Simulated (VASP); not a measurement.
# Li (Im-3m) in VASP: further runs, part 2 of 2

VASP 6.6.1. Earlier steps stand in the parts before.

## Step 4: Single point, PBEsol (17.81 Å³/atom)

This run uses another cell than the first one, of 17.81 Å³/atom.

INCAR reads:

```
  PREC = Accurate
  ENCUT = 520
  EDIFF = 1E-6
  ISMEAR = 0
  SIGMA = 0.05
  LREAL = F
  LASPH = T
  NELM = 100
  ALGO = Normal
  ISIF = 2
  LWAVE = F
  LCHARG = T
  GGA = PS
  LELF = T
  LVHAR = T
  NBANDS = 8
```

KPOINTS reads:

```
regular mesh
0
Gamma
  20 20 20
```

POSCAR reads:

```
Li
1.0
   -1.6450387702      1.6450387702      1.6450387702
    1.6450387702     -1.6450387702      1.6450387702
    1.6450387702      1.6450387702     -1.6450387702
Li
1
Direct
    0.0000000000      0.0000000000      0.0000000000
```

Potentials or basis: VASP PAW PBE potentials, release 64 (Li_sv).

On the command line:

```bash
cat potpaw_PBE.64/Li_sv/POTCAR > POTCAR
mpirun -np 1 vasp_std > vasp.out
```

OUTCAR:

```text
PREC = Accurate
   ENCUT = 520
   EDIFF = 1E-6
   ISMEAR = 0
   LREAL = F
   LASPH = T
   NELM = 100
   ISIF = 2
   GGA = PS

 ion  position               nearest neighbor table
   1  0.000  0.000  0.000-

  LATTYP: Found a body centered cubic cell.
 ALAT       =     3.2900775404

  Lattice vectors:

 A1 = (  -1.6450387702,   1.6450387702,   1.6450387702)
 A2 = (   1.6450387702,  -1.6450387702,   1.6450387702)
 A3 = (   1.6450387702,   1.6450387702,  -1.6450387702)

Analysis of symmetry for initial positions (statically):
=====================================================================
 Subroutine PRICEL returns:
 Original cell was already a primitive cell.

 Routine SETGRP: Setting up the symmetry group for a
 body centered cubic supercell.

 Subroutine GETGRP returns: Found 48 space group operations
 (whereof 48 operations were pure point group operations)
 out of a pool of 48 trial point group operations.

The static configuration has the point symmetry O_h .

Analysis of symmetry for dynamics (positions and initial velocities):
=====================================================================
 Subroutine PRICEL returns:
 Original cell was already a primitive cell.

 Routine SETGRP: Setting up the symmetry group for a
 body centered cubic supercell.

 Subroutine GETGRP returns: Found 48 space group operations
 (whereof 48 operations were pure point group operations)
 out of a pool of 48 trial point group operations.

The dynamic configuration has the point symmetry O_h .

 Subroutine INISYM returns: Found 48 space group operations
 (whereof 48 operations are pure point group operations),
 and found     1 'primitive' translations

----------------------------------------------------------------------------------------

                                     Primitive cell

  volume of cell :      17.8069
[... 108 lines left out ...]
  volume/ion in A,a.u.               =      17.81       120.17
  Fermi-wavevector in a.u.,A,eV,Ry     =   0.904175  1.708643 11.123202  0.817532
  Thomas-Fermi vector in A             =   2.027590
   LORBIT       =      0    0 simple, 1 ext, 2 COOP (PROOUT), +10 PAW based schemes
   GGA     = PS    functional components
   LHFCALC =     F    Hartree Fock is set to
   AEXX    =    0.0000 exact exchange contribution
   IVDW    =     0    specifies the selected vdW correction
   LEPSILON=     F    determine dielectric tensor
   LRPA    =     F    only Hartree local field effects (RPA)
 non-spin polarized calculation
 Gauss-broadening in eV      SIGMA  =   0.05
  energy-cutoff  :      520.00
  volume of cell :       17.81
 maximum number of plane-waves:       490
 NGX is ok and might be reduce to    24
   NGX = 11   NGY = 11   NGZ = 11

 number of electron       2.9999996 magnetization

 Free energy of the ion-electron system (eV)
  ---------------------------------------------------
  ext. energy  EPLUGINS =         0.00000000
  ---------------------------------------------------
  free energy    TOTEN  =        -1.95022457 eV

  energy without entropy =       -1.94951144  energy(sigma->0) =       -1.94986800

 E-fermi :   1.0195     XC(G=0):  -7.3418

 val. band max:        1.0075722396   @ k =   0.3000   0.2000   0.0000
 cond. band min:       1.0198185129   @ k =  -0.3000   0.3500   0.2500
 fundamental gap:      0.0122462733
 Fermi energy:         1.0195451958

 k-point     1 :       0.0000    0.0000    0.0000
  band No.  band energies     occupation
      1     -44.6925      2.00000
      2      -2.7090      2.00000
      3      17.0285      0.00000
      4      17.0285      0.00000
      5      17.0285      0.00000
      6      22.0541      0.00000
      7      22.0541      0.00000
      8      22.0541      0.00000
[... 243 lines left out ...]
 k-point    24 :       0.2500    0.1000   -0.0000
  band No.  band energies     occupation
      1     -44.6692      2.00000
      2      -0.7863      2.00000
      3       8.9250      0.00000
      4      12.2372      0.00000
      5      13.8748      0.00000
      6      18.7054      0.00000
      7      19.5133      0.00000
      8      23.1107      0.00000

 [... further k-points ...]

------------------------ aborting loop because EDIFF is reached ----------------------------------------

  FORCE on cell =-STRESS in cart. coord.  units (eV):
  Direction    XX          YY          ZZ          XY          YZ          ZX
  --------------------------------------------------------------------------------------
  -------------------------------------------------------------------------------------
  Total        0.2266420      0.2266420      0.2266420      0.0000000      0.0000000     -0.0000000
  in kB       20.3921262     20.3921262     20.3921262      0.0000000      0.0000000     -0.0000000
  external PRESSURE =      20.3921262 kB  Pullay stress =       0.0000000 kB

 VOLUME and BASIS-vectors are now :
 -----------------------------------------------------------------------------
  energy-cutoff  :      520.00
  volume of cell :       17.81
      direct lattice vectors                 reciprocal lattice vectors
    -1.645038770  1.645038770  1.645038770     0.000000000  0.303944204  0.303944204
     1.645038770 -1.645038770  1.645038770     0.303944204  0.000000000  0.303944204
     1.645038770  1.645038770 -1.645038770     0.303944204  0.303944204  0.000000000

 POSITION                                       TOTAL-FORCE (eV/Angst)
 -----------------------------------------------------------------------------------
      0.00000      0.00000      0.00000        -0.000000      0.000000     -0.000000
 -----------------------------------------------------------------------------------
    total drift:                               -0.000000      0.000000      0.000000

  FREE ENERGIE OF THE ION-ELECTRON SYSTEM (eV)
  ---------------------------------------------------
  free  energy   TOTEN  =        -1.9502245680 eV

  energy  without entropy=       -1.9495114360  energy(sigma->0) =       -1.94986800
```

OSZICAR:

```text
N       E                     dE             d eps       ncg     rms          rms(c)
DAV:   1    -0.257418013484E+00   -0.25742E+00   -0.74383E+02  4160   0.266E+02
DAV:   2    -0.193428627343E+01   -0.16769E+01   -0.16549E+01  5896   0.336E+01
DAV:   3    -0.195141898258E+01   -0.17133E-01   -0.17099E-01  4560   0.277E+00
DAV:   4    -0.195159568423E+01   -0.17670E-03   -0.17670E-03  6112   0.237E-01
DAV:   5    -0.195159649258E+01   -0.80835E-06   -0.80833E-06  4784   0.102E-02    0.255E-01
DAV:   6    -0.195050505494E+01    0.10914E-02   -0.80750E-04  5448   0.129E-01    0.143E-01
DAV:   7    -0.195021292894E+01    0.29213E-03   -0.19859E-03  4712   0.203E-01    0.378E-02
DAV:   8    -0.195022726903E+01   -0.14340E-04   -0.11000E-04  4752   0.789E-02    0.203E-03
DAV:   9    -0.195022551346E+01    0.17556E-05   -0.21354E-06  5880   0.121E-02    0.607E-04
DAV:  10    -0.195022456799E+01    0.94547E-06   -0.73597E-08  2984   0.202E-03
   1 F= -.19502246E+01 E0= -.19498680E+01  d E =-.713132E-03
```

Run time: 29 s. Hardware: 1 thread of Intel Xeon 8259CL, shared host; peak memory 0.14 GiB.

Results:

```
Free energy            : -1.9502 eV
Band gap on the k mesh : zero (an odd number of electrons rules out a gap without spin polarisation)
```

Caveat: the cutoff is under 1.25 times the usual one of these potentials, so pressure, stress and relaxed cells hold a basis-set (Pulay) error; the PAW data sets were made with another functional, which shifts forces and pressure a little.

## Step 5: The runs side by side

| cell | gap on the mesh (eV) |
| --- | --- |
| a = 2.760 Å, angles 109.5°, 1 atom | none |
| a = 2.805 Å, angles 109.5°, 1 atom | none |
| a = 2.849 Å, angles 109.5°, 1 atom | none |

Alike in all rows: task single point; level PBEsol; potentials or basis VASP PAW PBE potentials, release 64 (Li_sv); no spin polarisation; k mesh 20 × 20 × 20; cutoff (eV) 520; smearing gaussian 0.05 eV.

Caveats: the cutoff is under 1.25 times the usual one of these potentials, so pressure, stress and relaxed cells hold a basis-set (Pulay) error; the PAW data sets were made with another functional, which shifts forces and pressure a little.

Total energies depend on the potentials used, so only differences within one code and one set of settings carry meaning.
